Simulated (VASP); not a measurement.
# BP (F-43m) in VASP: a series of runs, part 2 of 2

VASP 6.6.1. Earlier steps stand in the parts before.

### Step 4. Single point, PBE

This run uses another cell than the first one, of 12.15 Å³/atom, 0.963 times its volume.

The input, INCAR:

```
PREC     = Accurate       # precision mode
ENCUT    = 500            # plane-wave cutoff, eV
EDIFF    = 1E-6           # SCF threshold, eV
ISMEAR   = 0              # smearing method
SIGMA    = 0.01           # smearing width, eV
LREAL    = False          # projectors in reciprocal space
LASPH    = True           # aspherical terms in the spheres
NELM     = 120            # most SCF steps
ALGO     = Normal         # electronic algorithm
ISIF     = 2              # what is computed and relaxed
LWAVE    = False          # write WAVECAR
LCHARG   = False          # write CHGCAR
GGA      = PE             # functional
NBANDS   = 11             # bands
GGA_COMPAT= False
```

The input, KPOINTS:

```
Automatic mesh
0
Gamma
  4 4 4
```

The input, POSCAR:

```
BP
1.0
    0.0000000000      2.2988586873      2.2988586873
    2.2988586873      0.0000000000      2.2988586873
    2.2988586873      2.2988586873      0.0000000000
B P
1 1
Direct
    0.0000000000      0.0000000000      0.0000000000
    0.2500000000      0.2500000000      0.2500000000
```

Potentials or basis: VASP PAW PBE potentials, release 64 (B, P).

Launch:

```bash
cat potpaw_PBE.64/B/POTCAR potpaw_PBE.64/P/POTCAR > POTCAR
mpirun -np 1 vasp_std > vasp.out
```

OUTCAR:

```text
PREC = Accurate
   ENCUT = 500
   EDIFF = 1E-6
   ISMEAR = 0
   LREAL = False
   LASPH = True
   NELM = 120
   ISIF = 2
   GGA = PE

 ion  position               nearest neighbor table
   1  0.000  0.000  0.000-   2 1.99   2 1.99   2 1.99   2 1.99
   2  0.250  0.250  0.250-   1 1.99   1 1.99   1 1.99   1 1.99

  LATTYP: Found a face centered cubic cell.
 ALAT       =     4.5977173746

  Lattice vectors:

 A1 = (   0.0000000000,   2.2988586873,   2.2988586873)
 A2 = (   2.2988586873,   0.0000000000,   2.2988586873)
 A3 = (   2.2988586873,   2.2988586873,   0.0000000000)

Analysis of symmetry for initial positions (statically):
=====================================================================
 Subroutine PRICEL returns:
 Original cell was already a primitive cell.

 Routine SETGRP: Setting up the symmetry group for a
 face centered cubic supercell.

 Subroutine GETGRP returns: Found 24 space group operations
 (whereof 24 operations were pure point group operations)
 out of a pool of 48 trial point group operations.

The static configuration has the point symmetry T_d .

Analysis of symmetry for dynamics (positions and initial velocities):
=====================================================================
 Subroutine PRICEL returns:
 Original cell was already a primitive cell.

 Routine SETGRP: Setting up the symmetry group for a
 face centered cubic supercell.

 Subroutine GETGRP returns: Found 24 space group operations
 (whereof 24 operations were pure point group operations)
 out of a pool of 48 trial point group operations.

The dynamic configuration has the point symmetry T_d .

 Subroutine INISYM returns: Found 24 space group operations
 (whereof 24 operations are pure point group operations),
 and found     1 'primitive' translations

----------------------------------------------------------------------------------------

                                     Primitive cell
[... 99 lines left out ...]
   GGA     = PE    functional components
   LHFCALC =     F    Hartree Fock is set to
   AEXX    =    0.0000 exact exchange contribution
   IVDW    =     0    specifies the selected vdW correction
   LEPSILON=     F    determine dielectric tensor
   LRPA    =     F    only Hartree local field effects (RPA)
 non-spin polarized calculation
 Gauss-broadening in eV      SIGMA  =   0.01
  energy-cutoff  :      500.00
  volume of cell :       24.30
 maximum number of plane-waves:       636
   NGX = 11   NGY = 11   NGZ = 11

 number of electron       7.9999999 magnetization

 Free energy of the ion-electron system (eV)
  ---------------------------------------------------
  ext. energy  EPLUGINS =         0.00000000
  ---------------------------------------------------
  free energy    TOTEN  =       -12.75224191 eV

  energy without entropy =      -12.75224191  energy(sigma->0) =      -12.75224191

 E-fermi :   7.0844     XC(G=0): -10.7193

 val. band max:        7.0148884640   @ k =   0.0000   0.0000   0.0000
 cond. band min:       8.4030406119   @ k =   0.5000   0.5000   0.0000
 fundamental gap:      1.3881521479
 Fermi energy:         7.0844275510

 k-point     1 :       0.0000    0.0000    0.0000
  band No.  band energies     occupation
      1      -8.1124      2.00000
      2       7.0149      2.00000
      3       7.0149      2.00000
      4       7.0149      2.00000
      5      10.3442      0.00000
      6      10.3442      0.00000
      7      10.3442      0.00000
      8      13.8016      0.00000
      9      18.2607      0.00000
     10      19.0094      0.00000
     11      19.0094      0.00000
[... 85 lines left out ...]
 k-point     8 :      -0.2500    0.5000    0.2500
  band No.  band energies     occupation
      1      -3.2156      2.00000
      2      -0.8865      2.00000
      3       1.5484      2.00000
      4       1.7559      2.00000
      5      12.3515      0.00000
      6      13.6834      0.00000
      7      14.0175      0.00000
      8      14.2268      0.00000
      9      19.5596      0.00000
     10      22.8579      0.00000
     11      22.9006      0.00000

------------------------ aborting loop because EDIFF is reached ----------------------------------------

  FORCE on cell =-STRESS in cart. coord.  units (eV):
  Direction    XX          YY          ZZ          XY          YZ          ZX
  --------------------------------------------------------------------------------------
  -------------------------------------------------------------------------------------
  Total       -0.6248348     -0.6248348     -0.6248348      0.0000000      0.0000000      0.0000000
  in kB      -41.2011169    -41.2011169    -41.2011169      0.0000000      0.0000000      0.0000000
  external PRESSURE =     -41.2011169 kB  Pullay stress =       0.0000000 kB

 VOLUME and BASIS-vectors are now :
 -----------------------------------------------------------------------------
  energy-cutoff  :      500.00
  volume of cell :       24.30
      direct lattice vectors                 reciprocal lattice vectors
     0.000000000  2.298858687  2.298858687    -0.217499232  0.217499232  0.217499232
     2.298858687  0.000000000  2.298858687     0.217499232 -0.217499232  0.217499232
     2.298858687  2.298858687  0.000000000     0.217499232  0.217499232 -0.217499232

 POSITION                                       TOTAL-FORCE (eV/Angst)
 -----------------------------------------------------------------------------------
      0.00000      0.00000      0.00000         0.000000      0.000000     -0.000000
      1.14943      1.14943      1.14943        -0.000000     -0.000000      0.000000
 -----------------------------------------------------------------------------------
    total drift:                                0.000000      0.000000      0.000000

  FREE ENERGIE OF THE ION-ELECTRON SYSTEM (eV)
  ---------------------------------------------------
  free  energy   TOTEN  =       -12.7522419110 eV

  energy  without entropy=      -12.7522419110  energy(sigma->0) =      -12.75224191
```

Wall time 3.2 s (1 thread of AMD EPYC 7R13 (Zen 3), shared host); peak memory 0.1 GiB.

What came out:

```yaml
Free_energy: -12.7522 eV
Pressure: -4.1 GPa
Band_gap_on_the_k_mesh: 1.39 eV, indirect (least direct gap 3.33 eV)
```

Levels at points of the mesh, in eV from the valence-band top:
| k point | band 1 | band 2 | band 3 | band 4 | band 5 | band 6 | band 7 | band 8 | band 9 |
| --- | --- | --- | --- | --- | --- | --- | --- | --- | --- |
| (0.00, 0.00, 0.00) | -15.13 | 0.00 | 0.00 | 0.00 | 3.33 | 3.33 | 3.33 | 6.79 | 11.25 |
| (0.50, 0.00, 0.00) | -11.95 | -8.77 | -1.71 | -1.71 | 3.54 | 4.67 | 4.67 | 9.98 | 14.36 |
| (0.50, 0.50, 0.00) | -10.48 | -8.39 | -3.98 | -3.98 | 1.39 | 1.68 | 11.75 | 11.75 | 14.77 |

Caveat: the k points lie up to 0.59 Å⁻¹ apart.

### Step 5. Single point, PBE

The input, INCAR:

```
  PREC = Accurate
  ENCUT = 500
  EDIFF = 1E-6
  ISMEAR = 0
  SIGMA = 0.01
  LREAL = False
  LASPH = True
  NELM = 120
  ALGO = Normal
  ISIF = 2
  LWAVE = False
  LCHARG = False
  GGA = PE
  NBANDS = 11
  GGA_COMPAT = False
```

KPOINTS is that of step 4.

The input, POSCAR:

```
BP
1.0
    0.0000000000      2.3279612538      2.3279612538
    2.3279612538      0.0000000000      2.3279612538
    2.3279612538      2.3279612538      0.0000000000
B P
1 1
Direct
    0.0000000000      0.0000000000      0.0000000000
    0.2500000000      0.2500000000      0.2500000000
```

Potentials or basis: VASP PAW PBE potentials, release 64 (B, P).

Launch:

```bash
cat potpaw_PBE.64/B/POTCAR potpaw_PBE.64/P/POTCAR > POTCAR
mpirun -np 1 vasp_std > vasp.out
```

OUTCAR:

```text
PREC = Accurate
   ENCUT = 500
   EDIFF = 1E-6
   ISMEAR = 0
   LREAL = False
   LASPH = True
   NELM = 120
   ISIF = 2
   GGA = PE

 ion  position               nearest neighbor table
   1  0.000  0.000  0.000-   2 2.02   2 2.02   2 2.02   2 2.02
   2  0.250  0.250  0.250-   1 2.02   1 2.02   1 2.02   1 2.02

  LATTYP: Found a face centered cubic cell.
 ALAT       =     4.6559225076

  Lattice vectors:

 A1 = (   0.0000000000,   2.3279612538,   2.3279612538)
 A2 = (   2.3279612538,   0.0000000000,   2.3279612538)
 A3 = (   2.3279612538,   2.3279612538,   0.0000000000)

Analysis of symmetry for initial positions (statically):
=====================================================================
 Subroutine PRICEL returns:
 Original cell was already a primitive cell.

 Routine SETGRP: Setting up the symmetry group for a
 face centered cubic supercell.

 Subroutine GETGRP returns: Found 24 space group operations
 (whereof 24 operations were pure point group operations)
 out of a pool of 48 trial point group operations.

The static configuration has the point symmetry T_d .

Analysis of symmetry for dynamics (positions and initial velocities):
=====================================================================
 Subroutine PRICEL returns:
 Original cell was already a primitive cell.

 Routine SETGRP: Setting up the symmetry group for a
 face centered cubic supercell.

 Subroutine GETGRP returns: Found 24 space group operations
 (whereof 24 operations were pure point group operations)
 out of a pool of 48 trial point group operations.

The dynamic configuration has the point symmetry T_d .

 Subroutine INISYM returns: Found 24 space group operations
 (whereof 24 operations are pure point group operations),
 and found     1 'primitive' translations

----------------------------------------------------------------------------------------

                                     Primitive cell
[... 99 lines left out ...]
   GGA     = PE    functional components
   LHFCALC =     F    Hartree Fock is set to
   AEXX    =    0.0000 exact exchange contribution
   IVDW    =     0    specifies the selected vdW correction
   LEPSILON=     F    determine dielectric tensor
   LRPA    =     F    only Hartree local field effects (RPA)
 non-spin polarized calculation
 Gauss-broadening in eV      SIGMA  =   0.01
  energy-cutoff  :      500.00
  volume of cell :       25.23
 maximum number of plane-waves:       648
   NGX = 13   NGY = 13   NGZ = 13

 number of electron       8.0000000 magnetization

 Free energy of the ion-electron system (eV)
  ---------------------------------------------------
  ext. energy  EPLUGINS =         0.00000000
  ---------------------------------------------------
  free energy    TOTEN  =       -12.71325769 eV

  energy without entropy =      -12.71325769  energy(sigma->0) =      -12.71325769

 E-fermi :   6.6453     XC(G=0): -10.5586

 val. band max:        6.5845428777   @ k =   0.0000   0.0000   0.0000
 cond. band min:       8.0429173379   @ k =   0.5000   0.5000   0.0000
 fundamental gap:      1.4583744602
 Fermi energy:         6.6452999718

 k-point     1 :       0.0000    0.0000    0.0000
  band No.  band energies     occupation
      1      -8.2167      2.00000
      2       6.5845      2.00000
      3       6.5845      2.00000
      4       6.5845      2.00000
      5       9.8675      0.00000
      6       9.8675      0.00000
      7       9.8675      0.00000
      8      12.8199      0.00000
      9      17.5960      0.00000
     10      18.4787      0.00000
     11      18.4787      0.00000
[... 85 lines left out ...]
 k-point     8 :      -0.2500    0.5000    0.2500
  band No.  band energies     occupation
      1      -3.5402      2.00000
      2      -1.1620      2.00000
      3       1.3294      2.00000
      4       1.5366      2.00000
      5      11.9294      0.00000
      6      13.1748      0.00000
      7      13.3652      0.00000
      8      13.5768      0.00000
      9      18.8507      0.00000
     10      21.9412      0.00000
     11      22.1597      0.00000

------------------------ aborting loop because EDIFF is reached ----------------------------------------

  FORCE on cell =-STRESS in cart. coord.  units (eV):
  Direction    XX          YY          ZZ          XY          YZ          ZX
  --------------------------------------------------------------------------------------
  -------------------------------------------------------------------------------------
  Total       -1.4481616     -1.4481616     -1.4481616      0.0000000      0.0000000     -0.0000000
  in kB      -91.9539429    -91.9539429    -91.9539429      0.0000000      0.0000000     -0.0000000
  external PRESSURE =     -91.9539429 kB  Pullay stress =       0.0000000 kB

 VOLUME and BASIS-vectors are now :
 -----------------------------------------------------------------------------
  energy-cutoff  :      500.00
  volume of cell :       25.23
      direct lattice vectors                 reciprocal lattice vectors
     0.000000000  2.327961254  2.327961254    -0.214780207  0.214780207  0.214780207
     2.327961254  0.000000000  2.327961254     0.214780207 -0.214780207  0.214780207
     2.327961254  2.327961254  0.000000000     0.214780207  0.214780207 -0.214780207

 POSITION                                       TOTAL-FORCE (eV/Angst)
 -----------------------------------------------------------------------------------
      0.00000      0.00000      0.00000        -0.000000     -0.000000      0.000000
      1.16398      1.16398      1.16398         0.000000      0.000000     -0.000000
 -----------------------------------------------------------------------------------
    total drift:                                0.000000      0.000000      0.000000

  FREE ENERGIE OF THE ION-ELECTRON SYSTEM (eV)
  ---------------------------------------------------
  free  energy   TOTEN  =       -12.7132576911 eV

  energy  without entropy=      -12.7132576911  energy(sigma->0) =      -12.71325769
```

OSZICAR:

```text
N       E                     dE             d eps       ncg     rms          rms(c)
DAV:   1     0.878488317893E+01    0.87849E+01   -0.36353E+03   176   0.633E+02
DAV:   2    -0.126857482072E+02   -0.21471E+02   -0.20677E+02   252   0.107E+02
DAV:   3    -0.132957376568E+02   -0.60999E+00   -0.60780E+00   220   0.157E+01
DAV:   4    -0.132983888165E+02   -0.26512E-02   -0.26509E-02   205   0.121E+00
DAV:   5    -0.132984031611E+02   -0.14345E-04   -0.14345E-04   212   0.895E-02    0.648E+00
DAV:   6    -0.127945686903E+02    0.50383E+00   -0.12339E+00   194   0.458E+00    0.348E+00
DAV:   7    -0.127200165001E+02    0.74552E-01   -0.16749E-01   216   0.207E+00    0.127E+00
DAV:   8    -0.127126038402E+02    0.74127E-02   -0.26488E-02   211   0.896E-01    0.179E-01
DAV:   9    -0.127129944206E+02   -0.39058E-03   -0.73869E-04   197   0.172E-01    0.116E-01
DAV:  10    -0.127132437695E+02   -0.24935E-03   -0.29683E-04   205   0.108E-01    0.273E-02
DAV:  11    -0.127132560550E+02   -0.12285E-04   -0.14291E-05   217   0.234E-02    0.305E-02
DAV:  12    -0.127132579151E+02   -0.18601E-05   -0.61675E-06   197   0.127E-02    0.166E-02
DAV:  13    -0.127132576911E+02    0.22396E-06   -0.15406E-07   115   0.254E-03
   1 F= -.12713258E+02 E0= -.12713258E+02  d E =-.245817E-19
```

stdout:

```text
POSCAR found type information on POSCAR B P
 POSCAR found :  2 types and       2 ions
 scaLAPACK will be used
 LDA part: xc-table for (Slater+PW92), standard interpolation
 POSCAR, INCAR and KPOINTS ok, starting setup
 FFT: planning ... GRIDC
 FFT: planning ... GRID_SOFT
 FFT: planning ... GRID
 WAVECAR not read
 entering main loop
```

Run time: 3.2 s. Hardware: 1 thread of AMD EPYC 7R13 (Zen 3), shared host; peak memory 0.1 GiB.

Results:

* Free energy: -12.7133 eV
* Pressure: -9.2 GPa
* Band gap on the k mesh: 1.46 eV, indirect (least direct gap 3.28 eV)

Caveat: the k points lie up to 0.58 Å⁻¹ apart.

### Step 6. Single point, PBE

This run uses another cell than the first one, of 11.21 Å³/atom, 0.889 times its volume.

The input, INCAR:

```
  PREC = Accurate
  ENCUT = 500
  EDIFF = 1E-6
  ISMEAR = 0
  SIGMA = 0.01
  LREAL = F
  LASPH = T
  NELM = 120
  ALGO = Normal
  ISIF = 2
  LWAVE = F
  LCHARG = T
  GGA = PE
  LELF = T
  LVHAR = T
  NBANDS = 11
  GGA_COMPAT = F
```

The input, KPOINTS:

```
regular mesh
0
Gamma
  4 4 4
```

The input, POSCAR:

```
BP
1.0
    0.0000000000      2.2383340787      2.2383340787
    2.2383340787      0.0000000000      2.2383340787
    2.2383340787      2.2383340787      0.0000000000
B P
1 1
Direct
    0.0000000000      0.0000000000      0.0000000000
    0.2500000000      0.2500000000      0.2500000000
```

Potentials or basis: VASP PAW PBE potentials, release 64 (B, P).

Launch:

```bash
cat potpaw_PBE.64/B/POTCAR potpaw_PBE.64/P/POTCAR > POTCAR
mpirun -np 1 vasp_std > vasp.out
```

It took 3.7 s on 1 thread of AMD EPYC 7R13 (Zen 3), shared host; peak memory 0.1 GiB.

Results (log left out):

* Free energy: -12.7254 eV
* Pressure: 9.4 GPa
* Band gap on the k mesh: 1.23 eV, indirect (least direct gap 3.44 eV)

Levels at points of the mesh, in eV from the valence-band top:
```tsv
k point	band 1	band 2	band 3	band 4	band 5	band 6	band 7	band 8	band 9
(0.00, 0.00, 0.00)	-15.85	0.00	0.00	0.00	3.44	3.44	3.44	8.00	11.78
(0.50, 0.00, 0.00)	-12.36	-9.35	-1.81	-1.81	4.02	4.72	4.72	10.25	14.87
(0.50, 0.50, 0.00)	-10.77	-8.81	-4.27	-4.27	1.23	1.60	12.50	12.50	15.74
```

Caveat: the k points lie up to 0.61 Å⁻¹ apart. PBE gaps usually lie below the measured ones, often by a third to a half.

### Step 7. Summary

| cell | gap on the mesh (eV) | pressure (GPa) |
| --- | --- | --- |
| a = 3.292 Å, angles 60.0°, 2 atoms | 1.46 | -9.2 |
| a = 3.165 Å, angles 60.0°, 2 atoms | 1.23 | 9.4 |
| a = 3.251 Å, angles 60.0°, 2 atoms | 1.39 | -4.1 |

Alike in all rows: task single point; level PBE; potentials or basis VASP PAW PBE potentials, release 64 (B, P); no spin polarisation; k mesh 4 × 4 × 4; cutoff (eV) 500; smearing gaussian 0.01 eV.

Caveats: all runs use coarse meshes.

Total energies depend on the potentials used, so only differences within one code and one set of settings carry meaning.
